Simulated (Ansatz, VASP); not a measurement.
## Ca2SI3: VASP beside Ansatz

```
Ca S I
1.0
     7.33791    0.00000    0.00000
    -3.66896    6.35482    0.00000
     0.00000    0.00000    4.31145
Ca S I
2 1 3
Direct
  0.33333 0.66667 0.00000
  0.66667 0.33333 0.00000
  0.00000 0.00000 0.00000
  0.50000 0.00000 0.50000
  0.50000 0.50000 0.50000
  0.00000 0.50000 0.50000
```

Change from the starting cell: species swapped into the ErB2Rh3 type (P6/mmm, No. 191).

Alike in both runs: task single point; functional PBE; k mesh 3 × 3 × 4; occupations gaussian, width 0.1 eV; no spin polarisation.

```csv
,VASP,Ansatz
version,VASP 6.6.1,Ansatz 0.2.0
potentials or method,"VASP PAW PBE potentials, release 64 (Ca_sv, S, I), cutoff 520 eV","scalar-relativistic, plane waves, PAW"
valence electrons in the cell,47,77
```

|  | VASP | Ansatz | Ansatz less VASP |
| --- | --- | --- | --- |
| gap on the k mesh at the Fermi level (eV) | none | none | - |
| pressure (GPa) | 4.4 | 4.3 | -0.09 |
| traceless stress, the component that is largest in VASP (GPa) | -0.75 | -0.79 | -0.048 |

A gap of «none» marks a metal or a gap that the smearing closes. VASP's potentials hold 47 valence electrons a cell and Ansatz's 77, so a difference there can come from the potentials and not from the codes.

The k mesh is coarse, so the values compare programs but aren't converged. Spin-orbit coupling is off throughout.
